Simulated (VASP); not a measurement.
# Pd in VASP: density of states with PBE

Aim: the density of states of Pd with PBE.

Everything below comes from runs of VASP 6.6.1. Logs are shortened: lines on timing, memory, paths and dates and some standing lists are left out, and cuts for length are marked.

## (1) The cell of the first run

The typed cell holds 2 atoms: a = 2.588 Å, b = 2.588 Å, c = 4.157 Å, α = 90.00°, β = 90.00°, γ = 60.00°.

## (2) Density of states, PBE

File POSCAR:

```
Pd
1.0
    1.2938450000      2.2410040000      0.0000000000
   -1.2938450000      2.2410040000      0.0000000000
    0.0000000000      0.0000000000      4.1570000000
Pd
2
Direct
    0.3333000000      0.3334000000      0.2500000000
    0.6666000000      0.6667000000      0.7500000000
```

File INCAR.step1:

```
SYSTEM = Pd
PREC     = Accurate       ! precision mode
ENCUT    = 400            ! plane-wave cutoff, eV
EDIFF    = 1E-6           ! SCF threshold, eV
ISMEAR   = -1             ! smearing method
SIGMA    = 0.1192         ! smearing width, eV
LREAL    = .FALSE.        ! projectors in reciprocal space
LASPH    = .TRUE.         ! aspherical terms in the spheres
NELM     = 120            ! most SCF steps
ALGO     = Normal         ! electronic algorithm
ISIF     = 2              ! what is computed and relaxed
LWAVE    = .FALSE.        ! write WAVECAR
LCHARG   = .TRUE.         ! write CHGCAR
LMAXMIX  = 4              ! l up to which the mixer works
GGA      = PE             ! functional
NBANDS   = 17             ! bands
GGA_COMPAT= .FALSE.      
NEDOS    = 2001           ! points of the DOS
LORBIT   = 11             ! projections on sites
```

File KPOINTS.step1:

```
Automatic mesh
0
G
  15 15 8
  0 0 0
```

File INCAR.step2:

```
SYSTEM = Pd
PREC     = Accurate       ! precision mode
ENCUT    = 400            ! plane-wave cutoff, eV
EDIFF    = 1E-6           ! SCF threshold, eV
ISMEAR   = -5             ! smearing method
SIGMA    = 0.1192         ! smearing width, eV
LREAL    = .FALSE.        ! projectors in reciprocal space
LASPH    = .TRUE.         ! aspherical terms in the spheres
NELM     = 120            ! most SCF steps
ALGO     = Normal         ! electronic algorithm
ISIF     = 2              ! what is computed and relaxed
LWAVE    = .FALSE.        ! write WAVECAR
LCHARG   = .FALSE.        ! write CHGCAR
LMAXMIX  = 4              ! l up to which the mixer works
GGA      = PE             ! functional
LORBIT   = 10             ! projections on sites
NEDOS    = 1001           ! points of the DOS
ICHARG   = 11             ! starting density
GGA_COMPAT= .FALSE.
```

File KPOINTS.step2:

```
Automatic mesh
0
G
  23 23 12
  0 0 0
```

Potentials or basis: VASP PAW PBE potentials, release 64 (Pd).

Started as:

```bash
cat potpaw_PBE.64/Pd/POTCAR > POTCAR
cp INCAR.step1 INCAR
cp KPOINTS.step1 KPOINTS
mpirun -np 1 vasp_std > vasp.out
cp INCAR.step2 INCAR
cp KPOINTS.step2 KPOINTS
mpirun -np 1 vasp_std > vasp.out
```

OUTCAR:

```text
SYSTEM = Pd
   PREC = Accurate
   ENCUT = 400
   EDIFF = 1E-6
   ISMEAR = -5
   LREAL = .FALSE.
   LASPH = .TRUE.
   NELM = 120
   ISIF = 2
   GGA = PE
   LORBIT = 10
   ICHARG = 11

 ion  position               nearest neighbor table
   1  0.333  0.333  0.250-   2 2.56   2 2.56   2 2.56   2 2.56   2 2.56   2 2.56
   2  0.667  0.667  0.750-   1 2.56   1 2.56   1 2.56   1 2.56   1 2.56   1 2.56

  LATTYP: Found a hexagonal cell.
 ALAT       =     2.5876888940
 C/A-ratio  =     1.6064527732

  Lattice vectors:

 A1 = (   1.2938450000,  -2.2410040000,   0.0000000000)
 A2 = (   1.2938450000,   2.2410040000,   0.0000000000)
 A3 = (   0.0000000000,   0.0000000000,   4.1570000000)

Analysis of symmetry for initial positions (statically):
=====================================================================
 Subroutine PRICEL returns:
 Original cell was already a primitive cell.

 Routine SETGRP: Setting up the symmetry group for a
 hexagonal supercell.

 Subroutine GETGRP returns: Found  8 space group operations
 (whereof  2 operations were pure point group operations)
 out of a pool of 24 trial point group operations.

The static configuration has the point symmetry C_2 .
 The point group associated with its full space group is D_2h.

Analysis of symmetry for dynamics (positions and initial velocities):
=====================================================================
 Subroutine PRICEL returns:
 Original cell was already a primitive cell.

 Routine SETGRP: Setting up the symmetry group for a
 hexagonal supercell.

 Subroutine GETGRP returns: Found  8 space group operations
 (whereof  2 operations were pure point group operations)
 out of a pool of 24 trial point group operations.

The dynamic configuration has the point symmetry C_2 .
 The point group associated with its full space group is D_2h.

 Subroutine INISYM returns: Found  8 space group operations
 (whereof  2 operations are pure point group operations),
 and found     1 'primitive' translations

----------------------------------------------------------------------------------------

                                     Primitive cell

  volume of cell :      24.1065

  direct lattice vectors                    reciprocal lattice vectors
     1.293845000  2.241004000  0.000000000     0.386445053  0.223114283  0.000000000
    -1.293845000  2.241004000  0.000000000    -0.386445053  0.223114283  0.000000000
     0.000000000  0.000000000  4.157000000     0.000000000  0.000000000  0.240558095

  length of vectors
     2.587688894  2.587688894  4.157000000     0.446228375  0.446228375  0.240558095

  position of ions in fractional coordinates (direct lattice)
     0.333300000  0.333400000  0.250000000
     0.666600000  0.666700000  0.750000000

  ion indices of the primitive-cell ions
   primitive index   ion index
                 1           1
                 2           2

----------------------------------------------------------------------------------------

 KPOINTS: Automatic mesh

Automatic generation of k-mesh.
 Grid dimensions read from file:
 generate k-points for:   23   23   12

 Generating k-lattice:

  Cartesian coordinates                     Fractional coordinates (reciprocal lattice)
     0.016801959  0.009700621  0.000000000     0.043478261  0.000000000  0.000000000
    -0.016801959  0.009700621  0.000000000     0.000000000  0.043478261  0.000000000
     0.000000000  0.000000000  0.020046508     0.000000000  0.000000000  0.083333333

  Length of vectors
     0.019401234  0.019401234  0.020046508

  Shift w.r.t. Gamma in fractional coordinates (k-lattice)
     0.000000000  0.000000000  0.000000000

 TETIRR: Found   9522 inequivalent tetrahedra from    38088

 Subroutine IBZKPT returns following result:
 ===========================================

 Found   1008 irreducible k-points:

 Following reciprocal coordinates:
            Coordinates               Weight
  0.000000  0.000000  0.000000      1.000000
  0.043478  0.000000  0.000000      4.000000
  0.043478  0.043478  0.000000      2.000000
  0.086957  0.000000  0.000000      4.000000
  0.086957  0.086957  0.000000      2.000000
  0.130435 -0.000000  0.000000      4.000000
[... 16 lines left out ...]
  0.478261  0.478261  0.000000      2.000000
  0.086957  0.043478  0.000000      4.000000
 [... further k-points ...]
   k-points           NKPTS =   1008   k-points in BZ     NKDIM =   1008   number of bands    NBANDS=     14
   number of dos      NEDOS =   1001   number of ions     NIONS =      2
   total plane-waves  NPLWV =   9072
   dimension x,y,z NGX =    18 NGY =   18 NGZ =   28
   dimension x,y,z NGXF=    36 NGYF=   36 NGZF=   56
   ions per type =               2
   NGX,Y,Z   is equivalent  to a cutoff of  11.56, 11.56, 11.20 a.u.
   NGXF,Y,Z  is equivalent  to a cutoff of  23.13, 23.13, 22.40 a.u.
 SYSTEM =  Pd
   PREC   = accura    normal or accurate (medium, high low for compatibility)
   ISTART =      0    job   : 0-new  1-cont  2-samecut
   ICHARG =     11    charge: 1-file 2-atom 10-const
   ISPIN  =      1    spin polarized calculation?
   LNONCOLLINEAR =      F non collinear calculations
   LSORBIT =      F    spin-orbit coupling
   LASPH  =      T    aspherical Exc in radial PAW
   ENCUT  =  400.0 eV  29.40 Ry    5.42 a.u.   4.22  4.22  6.78*2*pi/ulx,y,z
   NELM   =    120;   NELMIN=  2; NELMDL=  0     # of ELM steps
   EDIFF  = 0.1E-05   stopping-criterion for ELM
   LREAL  =      F    real-space projection
[... 7 lines left out ...]
   TEBEG  =    0.0;   TEEND  =   0.0 temperature during run
   PSTRESS=    0.0 pullay stress
   NELECT =      20.0000    total number of electrons
   NUPDOWN=      -1.0000    fix difference up-down
   EMIN   =  10.00;   EMAX   =-10.00  energy-range for DOS
   EFERMI =   0.00;   METHOD = LEGACY
   ISMEAR =    -5;   SIGMA  =   0.12  broadening in eV -4-tet -1-fermi 0-gaus
   EFERMI_NEDOS =   21; number of points for ismear=-14 and -15
   IALGO  =     38    algorithm
   IMIX   =      4    mixing-type and parameters
     AMIX     =   0.40;   BMIX     =  1.00
     AMIX_MAG =   1.60;   BMIX_MAG =  1.00
  volume/ion in A,a.u.               =      12.05        81.34
  Fermi-wavevector in a.u.,A,eV,Ry     =   1.538296  2.906958 32.196201  2.366354
  Thomas-Fermi vector in A             =   2.644684
   LORBIT       =     10    0 simple, 1 ext, 2 COOP (PROOUT), +10 PAW based schemes
   GGA     = PE    functional components
   LHFCALC =     F    Hartree Fock is set to
   AEXX    =    0.0000 exact exchange contribution
   IVDW    =     0    specifies the selected vdW correction
   LEPSILON=     F    determine dielectric tensor
   LRPA    =     F    only Hartree local field effects (RPA)
 non-spin polarized calculation
 Fermi weights with tetrahedron method with Bloechl corrections
  energy-cutoff  :      400.00
  volume of cell :       24.11
 maximum number of plane-waves:       458
 NGX is ok and might be reduce to    18

 number of electron      20.0000005 magnetization

 Free energy of the ion-electron system (eV)
  ---------------------------------------------------
  ext. energy  EPLUGINS =         0.00000000
  ---------------------------------------------------
  free energy    TOTEN  =        -9.08936038 eV

  energy without entropy =       -9.08936038  energy(sigma->0) =       -9.08936038

 E-fermi :  13.6414     XC(G=0): -14.4825

 val. band max:       13.7506469658   @ k =   0.2174   0.2174   0.5000
 cond. band min:      13.5509608219   @ k =  -0.0870   0.1304   0.5000
 fundamental gap:     -0.1996861438
 Fermi energy:        13.6413684685

 k-point     1 :       0.0000    0.0000    0.0000
  band No.  band energies     occupation
      1       4.7962      2.00000
      2       6.5170      2.00000
      3       9.8379      2.00000
      4       9.8380      2.00000
      5       9.8422      2.00000
      6      10.4178      2.00000
      7      10.4180      2.00000
      8      11.0247      2.00000
      9      11.0256      2.00000
     10      13.2755      2.00000
     11      13.2763      2.00000
     12      14.3840      0.00000
     13      23.0036      0.00000
     14      30.5514      0.00000

 k-point     2 :       0.0435    0.0000    0.0000
  band No.  band energies     occupation
      1       4.8693      2.00000
      2       6.5704      2.00000
      3       9.6407      2.00000
      4       9.8927      2.00000
      5      10.0268      2.00000
      6      10.3903      2.00000
      7      10.4689      2.00000
      8      10.9654      2.00000
      9      10.9856      2.00000
     10      12.7752      2.00000
     11      13.2979      2.00000
     12      14.9761      0.00000
     13      22.9965      0.00000
     14      30.6466      0.00000

 k-point     3 :       0.0435    0.0435    0.0000
  band No.  band energies     occupation
      1       4.8693      2.00000
      2       6.5704      2.00000
      3       9.6406      2.00000
      4       9.8929      2.00000
      5      10.0267      2.00000
      6      10.3905      2.00000
      7      10.4687      2.00000
      8      10.9648      2.00000
      9      10.9862      2.00000
     10      12.7756      2.00000
     11      13.2972      2.00000
     12      14.9763      0.00000
     13      22.9965      0.00000
     14      30.6465      0.00000
[... 324 lines left out ...]
 k-point    23 :       0.4783    0.4783    0.0000
  band No.  band energies     occupation
      1       6.5292      2.00000
      2       7.1407      2.00000
      3       7.2979      2.00000
      4       9.5430      2.00000
      5      10.2953      2.00000
      6      10.7681      2.00000
      7      10.9224      2.00000
      8      13.5107      2.00000
      9      13.8317     -0.08748
     10      13.8500      0.00000
     11      16.3923      0.00000
     12      19.2239      0.00000
     13      24.8099      0.00000
     14      25.2384      0.00000

 k-point    24 :       0.0870    0.0435    0.0000
  band No.  band energies     occupation
      1       5.0134      2.00000
      2       6.6734      2.00000
      3       9.4783      2.00000
      4      10.0038      2.00000
      5      10.1640      2.00000
      6      10.3365      2.00000
      7      10.5727      2.00000
      8      10.8617      2.00000
      9      10.8798      2.00000
     10      12.2625      2.00000
     11      13.3352      2.00000
     12      15.6904      0.00000
     13      22.9826      0.00000
     14      30.8140      0.00000

 [... further k-points ...]

------------------------ aborting loop because EDIFF is reached ----------------------------------------

  FORCE on cell =-STRESS in cart. coord.  units (eV):
  Direction    XX          YY          ZZ          XY          YZ          ZX
  --------------------------------------------------------------------------------------
  -------------------------------------------------------------------------------------
  Total       11.0967724     11.0990015     12.9126994     -0.0000000     -0.0000000      0.0000000
  in kB      737.5175478    737.6656952    858.2083153     -0.0000000     -0.0000000      0.0000000
  external PRESSURE =     777.7971861 kB  Pullay stress =       0.0000000 kB

 VOLUME and BASIS-vectors are now :
 -----------------------------------------------------------------------------
  energy-cutoff  :      400.00
  volume of cell :       24.11
      direct lattice vectors                 reciprocal lattice vectors
     1.293845000  2.241004000  0.000000000     0.386445053  0.223114283  0.000000000
    -1.293845000  2.241004000  0.000000000    -0.386445053  0.223114283  0.000000000
     0.000000000  0.000000000  4.157000000     0.000000000  0.000000000  0.240558095

 POSITION                                       TOTAL-FORCE (eV/Angst)
 -----------------------------------------------------------------------------------
     -0.00013      1.49408      1.03925         0.000000     -0.000691      0.000000
     -0.00013      2.98793      3.11775         0.000000      0.000691      0.000000
 -----------------------------------------------------------------------------------
    total drift:                               -0.000000      0.000000      0.000000

  FREE ENERGIE OF THE ION-ELECTRON SYSTEM (eV)
  ---------------------------------------------------
  free  energy   TOTEN  =        -9.0893603750 eV

  energy  without entropy=       -9.0893603750  energy(sigma->0) =       -9.08936038

 total charge

# of ion       s       p       d       tot
------------------------------------------
    1        0.608   0.726   8.664   9.997
    2        0.608   0.726   8.664   9.997
--------------------------------------------------
tot          1.216   1.451  17.327  19.994
```

Wall time 2.6 min (1 thread of Intel Xeon Platinum 8488C (Sapphire Rapids), shared host); peak memory 0.33 GiB.

Results:

```
Valence electrons inside the program's atomic spheres : Pd 10.00
```

Caveat: tetrahedron occupations give inexact forces and stress in metals.
